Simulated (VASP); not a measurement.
# Al (Fd-3m) in VASP: single point with PBEsol

Aim: the single point of Al with PBEsol.

All numbers are computed with VASP 6.6.1; they aren't measurements. Logs are shortened: lines on timing, memory, paths and dates and some standing lists are left out, and cuts for length are marked.

### Step 1. The cell of the first run

It takes space group Fd-3m (No. 227, cubic). The conventional cell has a = 7.712 Å, b = 7.712 Å, c = 7.712 Å, α = 90.00°, β = 90.00°, γ = 90.00°. Al (site symmetry -3m) has 6 Al at 2.73 Å within 3.6 Å.

This isn't the form of Al at room conditions, which is fcc.

### Step 2. Single point, PBEsol

INCAR reads:

```
SYSTEM = Al
ALGO     = Normal         ! electronic algorithm
EDIFF    = 1E-7           ! SCF threshold, eV
ENCUT    = 520            ! plane-wave cutoff, eV
GGA      = PS             ! functional
ISIF     = 2              ! what is computed and relaxed
ISMEAR   = -1             ! smearing method
LASPH    = .True.         ! aspherical terms in the spheres
LCHARG   = .False.        ! write CHGCAR
LREAL    = .False.        ! projectors in reciprocal space
LWAVE    = .False.        ! write WAVECAR
NBANDS   = 14             ! bands
NELM     = 80             ! most SCF steps
PREC     = Accurate       ! precision mode
SIGMA    = 0.1            ! smearing width, eV
```

KPOINTS reads:

```
k-points
0
Gamma
  5 5 5
  0 0 0
```

POSCAR reads:

```
Al
1.0
    0.0000000000      3.8561650000      3.8561650000
    3.8561650000      0.0000000000      3.8561650000
    3.8561650000      3.8561650000      0.0000000000
Al
4
Direct
    0.1250000000      0.1250000000      0.1250000000
    0.6250000000      0.1250000000      0.1250000000
    0.1250000000      0.6250000000      0.1250000000
    0.1250000000      0.1250000000      0.6250000000
```

Potentials or basis: VASP PAW PBE potentials, release 64 (Al).

On the command line:

```console
$ cat potpaw_PBE.64/Al/POTCAR > POTCAR
$ mpirun -np 1 vasp_std > vasp.out
```

OUTCAR:

```text
SYSTEM = Al
   EDIFF = 1E-7
   ENCUT = 520
   GGA = PS
   ISIF = 2
   ISMEAR = -1
   LASPH = .True.
   LREAL = .False.
   NELM = 80
   PREC = Accurate

 ion  position               nearest neighbor table
   1  0.125  0.125  0.125-   2 2.73   3 2.73   4 2.73   4 2.73   3 2.73   2 2.73
   2  0.625  0.125  0.125-   1 2.73   4 2.73   3 2.73   1 2.73   3 2.73   4 2.73
   3  0.125  0.625  0.125-   1 2.73   4 2.73   1 2.73   2 2.73   4 2.73   2 2.73
   4  0.125  0.125  0.625-   1 2.73   1 2.73   2 2.73   3 2.73   3 2.73   2 2.73

  LATTYP: Found a face centered cubic cell.
 ALAT       =     7.7123300000

  Lattice vectors:

 A1 = (   0.0000000000,   3.8561650000,   3.8561650000)
 A2 = (   3.8561650000,   0.0000000000,   3.8561650000)
 A3 = (   3.8561650000,   3.8561650000,   0.0000000000)

Analysis of symmetry for initial positions (statically):
=====================================================================
 Subroutine PRICEL returns:
 Original cell was already a primitive cell.

 Routine SETGRP: Setting up the symmetry group for a
 face centered cubic supercell.

 Subroutine GETGRP returns: Found 48 space group operations
 (whereof 24 operations were pure point group operations)
 out of a pool of 48 trial point group operations.

The static configuration has the point symmetry T_d .
 The point group associated with its full space group is O_h .

Analysis of symmetry for dynamics (positions and initial velocities):
=====================================================================
 Subroutine PRICEL returns:
 Original cell was already a primitive cell.

 Routine SETGRP: Setting up the symmetry group for a
 face centered cubic supercell.

 Subroutine GETGRP returns: Found 48 space group operations
 (whereof 24 operations were pure point group operations)
 out of a pool of 48 trial point group operations.

The dynamic configuration has the point symmetry T_d .
 The point group associated with its full space group is O_h .

 Subroutine INISYM returns: Found 48 space group operations
 (whereof 24 operations are pure point group operations),
 and found     1 'primitive' translations

----------------------------------------------------------------------------------------

                                     Primitive cell

  volume of cell :     114.6824

  direct lattice vectors                    reciprocal lattice vectors
     0.000000000  3.856165000  3.856165000    -0.129662501  0.129662501  0.129662501
     3.856165000  0.000000000  3.856165000     0.129662501 -0.129662501  0.129662501
     3.856165000  3.856165000  0.000000000     0.129662501  0.129662501 -0.129662501

  length of vectors
     5.453440842  5.453440842  5.453440842     0.224582040  0.224582040  0.224582040

  position of ions in fractional coordinates (direct lattice)
     0.125000000  0.125000000  0.125000000
     0.625000000  0.125000000  0.125000000
     0.125000000  0.625000000  0.125000000
     0.125000000  0.125000000  0.625000000

  ion indices of the primitive-cell ions
   primitive index   ion index
                 1           1
                 2           2
                 3           3
                 4           4

----------------------------------------------------------------------------------------

 KPOINTS: k-points

Automatic generation of k-mesh.
 Grid dimensions read from file:
 generate k-points for:    5    5    5

 Generating k-lattice:

  Cartesian coordinates                     Fractional coordinates (reciprocal lattice)
    -0.025932500  0.025932500  0.025932500     0.200000000  0.000000000  0.000000000
     0.025932500 -0.025932500  0.025932500     0.000000000  0.200000000  0.000000000
     0.025932500  0.025932500 -0.025932500     0.000000000  0.000000000  0.200000000

  Length of vectors
     0.044916408  0.044916408  0.044916408

  Shift w.r.t. Gamma in fractional coordinates (k-lattice)
     0.000000000  0.000000000  0.000000000

 Subroutine IBZKPT returns following result:
 ===========================================

 Found     10 irreducible k-points:

 Following reciprocal coordinates:
            Coordinates               Weight
  0.000000  0.000000  0.000000      1.000000
  0.200000  0.000000  0.000000      8.000000
  0.400000  0.000000  0.000000      8.000000
  0.200000  0.200000  0.000000      6.000000
  0.400000  0.200000  0.000000     24.000000
 -0.400000  0.200000  0.000000     24.000000
 -0.200000  0.200000  0.000000     12.000000
  0.400000  0.400000  0.000000      6.000000
 -0.400000  0.400000  0.000000     12.000000
 -0.400000  0.400000  0.200000     24.000000
   k-points           NKPTS =     10   k-points in BZ     NKDIM =     10   number of bands    NBANDS=     14
   number of dos      NEDOS =    301   number of ions     NIONS =      4
   total plane-waves  NPLWV =  74088
   dimension x,y,z NGX =    42 NGY =   42 NGZ =   42
   dimension x,y,z NGXF=    84 NGYF=   84 NGZF=   84
   ions per type =               4
   NGX,Y,Z   is equivalent  to a cutoff of  12.80, 12.80, 12.80 a.u.
   NGXF,Y,Z  is equivalent  to a cutoff of  25.61, 25.61, 25.61 a.u.
 SYSTEM =  Al
   PREC   = accura    normal or accurate (medium, high low for compatibility)
   ISTART =      0    job   : 0-new  1-cont  2-samecut
   ICHARG =      2    charge: 1-file 2-atom 10-const
   ISPIN  =      1    spin polarized calculation?
   LNONCOLLINEAR =      F non collinear calculations
   LSORBIT =      F    spin-orbit coupling
   LASPH  =      T    aspherical Exc in radial PAW
   ENCUT  =  520.0 eV  38.22 Ry    6.18 a.u.  10.14 10.14 10.14*2*pi/ulx,y,z
   NELM   =     80;   NELMIN=  2; NELMDL= -5     # of ELM steps
   EDIFF  = 0.1E-06   stopping-criterion for ELM
   LREAL  =      F    real-space projection
   EDIFFG = 0.1E-05   stopping-criterion for IOM
   NSW    =      0    number of steps for IOM
   IBRION =     -1    ionic relax: 0-MD 1-quasi-New 2-CG
   NFREE  =      0    steps in history (QN), initial steepest desc. (CG)
   ISIF   =      2    stress and relaxation
   ISYM   =      2    0-nonsym 1-usesym 2-fastsym
   POTIM  = 0.5000    time-step for ionic-motion
   TEBEG  =    0.0;   TEEND  =   0.0 temperature during run
   PSTRESS=    0.0 pullay stress
   NELECT =      12.0000    total number of electrons
   NUPDOWN=      -1.0000    fix difference up-down
   EMIN   =  10.00;   EMAX   =-10.00  energy-range for DOS
   EFERMI =   0.00;   METHOD = LEGACY
   ISMEAR =    -1;   SIGMA  =   0.10  broadening in eV -4-tet -1-fermi 0-gaus
   EFERMI_NEDOS =   21; number of points for ismear=-14 and -15
   IALGO  =     38    algorithm
   IMIX   =      4    mixing-type and parameters
     AMIX     =   0.40;   BMIX     =  1.00
     AMIX_MAG =   1.60;   BMIX_MAG =  1.00
  volume/ion in A,a.u.               =      28.67       193.48
  Fermi-wavevector in a.u.,A,eV,Ry     =   0.771441  1.457813  8.097125  0.595122
  Thomas-Fermi vector in A             =   1.872860
   LORBIT       =      0    0 simple, 1 ext, 2 COOP (PROOUT), +10 PAW based schemes
   GGA     = PS    functional components
   LHFCALC =     F    Hartree Fock is set to
   AEXX    =    0.0000 exact exchange contribution
   IVDW    =     0    specifies the selected vdW correction
   LEPSILON=     F    determine dielectric tensor
   LRPA    =     F    only Hartree local field effects (RPA)
 non-spin polarized calculation
  energy-cutoff  :      520.00
  volume of cell :      114.68
 maximum number of plane-waves:      3119
 NGX is ok and might be reduce to    42
   NGX = 21   NGY = 21   NGZ = 21

 number of electron      12.0000000 magnetization

 Free energy of the ion-electron system (eV)
  ---------------------------------------------------
  ext. energy  EPLUGINS =         0.00000000
  ---------------------------------------------------
  free energy    TOTEN  =       -13.52653150 eV

  energy without entropy =      -13.47581310  energy(sigma->0) =      -13.50117230

 E-fermi :   2.6824     XC(G=0):  -7.9450

 val. band max:        2.4871738130   @ k =  -0.2000   0.2000   0.0000
 cond. band min:       2.7535401941   @ k =  -0.4000   0.2000   0.0000
 fundamental gap:      0.2663663811
 Fermi energy:         2.6823650156

 k-point     1 :       0.0000    0.0000    0.0000
  band No.  band energies     occupation
      1      -5.9321      2.00000
      2      -1.0037      2.00000
      3       1.3859      2.00000
      4       1.3859      2.00000
      5       1.3859      2.00000
      6       1.7986      1.99971
      7       1.7986      1.99971
      8       1.7986      1.99971
      9       4.1023      0.00000
     10       4.1023      0.00000
     11       4.7678      0.00000
     12       7.2937      0.00000
     13       7.2937      0.00000
     14       7.2937      0.00000

 k-point     2 :       0.2000    0.0000    0.0000
  band No.  band energies     occupation
      1      -5.7045      2.00000
      2      -1.8049      2.00000
      3       0.5566      2.00000
      4       0.8644      2.00000
      5       0.8644      2.00000
      6       2.3373      1.93852
      7       2.3373      1.93852
      8       3.2334      0.00805
      9       4.1344      0.00000
     10       4.1344      0.00000
     11       5.6980      0.00000
     12       6.9669      0.00000
     13       8.2395      0.00000
     14       8.2395      0.00000
[... 105 lines left out ...]
      1      -4.2747      2.00000
      2      -3.9377      2.00000
      3      -0.9829      2.00000
      4      -0.3207      2.00000
      5       1.0726      2.00000
      6       2.0965      1.99431
      7       4.4306      0.00000
      8       4.4550      0.00000
      9       5.6572      0.00000
     10       5.7580      0.00000
     11       7.3727      0.00000
     12       7.5463      0.00000
     13       8.7300      0.00000
     14       9.0965      0.00000

 k-point    10 :      -0.4000    0.4000    0.2000
  band No.  band energies     occupation
      1      -4.5886      2.00000
      2      -3.5797      2.00000
      3      -0.9688      2.00000
      4      -0.4800      2.00000
      5       1.8965      1.99923
      6       2.2474      1.97451
      7       3.2859      0.00477
      8       4.1801      0.00000
      9       5.3882      0.00000
     10       6.1353      0.00000
     11       7.4145      0.00000
     12       7.5095      0.00000
     13       8.5782      0.00000
     14       8.6053      0.00000

------------------------ aborting loop because EDIFF is reached ----------------------------------------

  FORCE on cell =-STRESS in cart. coord.  units (eV):
  Direction    XX          YY          ZZ          XY          YZ          ZX
  --------------------------------------------------------------------------------------
  -------------------------------------------------------------------------------------
  Total       -1.4334708     -1.4334708     -1.4334708      0.0000000     -0.0000000      0.0000000
  in kB      -20.0263868    -20.0263868    -20.0263868      0.0000000     -0.0000000      0.0000000
  external PRESSURE =     -20.0263868 kB  Pullay stress =       0.0000000 kB

 VOLUME and BASIS-vectors are now :
 -----------------------------------------------------------------------------
  energy-cutoff  :      520.00
  volume of cell :      114.68
      direct lattice vectors                 reciprocal lattice vectors
     0.000000000  3.856165000  3.856165000    -0.129662501  0.129662501  0.129662501
     3.856165000  0.000000000  3.856165000     0.129662501 -0.129662501  0.129662501
     3.856165000  3.856165000  0.000000000     0.129662501  0.129662501 -0.129662501

 POSITION                                       TOTAL-FORCE (eV/Angst)
 -----------------------------------------------------------------------------------
      0.96404      0.96404      0.96404         0.000000     -0.000000      0.000000
      0.96404      2.89212      2.89212        -0.000000      0.000000     -0.000000
      2.89212      0.96404      2.89212        -0.000000      0.000000      0.000000
      2.89212      2.89212      0.96404         0.000000     -0.000000     -0.000000
 -----------------------------------------------------------------------------------
    total drift:                               -0.000000     -0.000000     -0.000000

  FREE ENERGIE OF THE ION-ELECTRON SYSTEM (eV)
  ---------------------------------------------------
  free  energy   TOTEN  =       -13.5265314971 eV

  energy  without entropy=      -13.4758130968  energy(sigma->0) =      -13.50117230
```

Run time: 13 s. Hardware: 1 thread of AMD EPYC 9R45 (Zen 5), shared host; peak memory 0.2 GiB.

What came out:

```
Free energy            : -13.5265 eV
Pressure               : -2.0 GPa
Band gap on the k mesh : zero (bands 6 and 7 overlap by 0.95 eV)
```

Levels at points of the mesh, in eV from the Fermi level:
```tsv
k point	band 4	band 5	band 6	band 7	band 8	band 9
(0.00, 0.00, 0.00)	-1.30	-1.30	-0.88	-0.88	-0.88	1.42
```

Caveat: the PAW data sets were made with another functional, which shifts forces and pressure a little.

The gap in the log of VASP goes by the Fermi energy; the results here count the filled bands.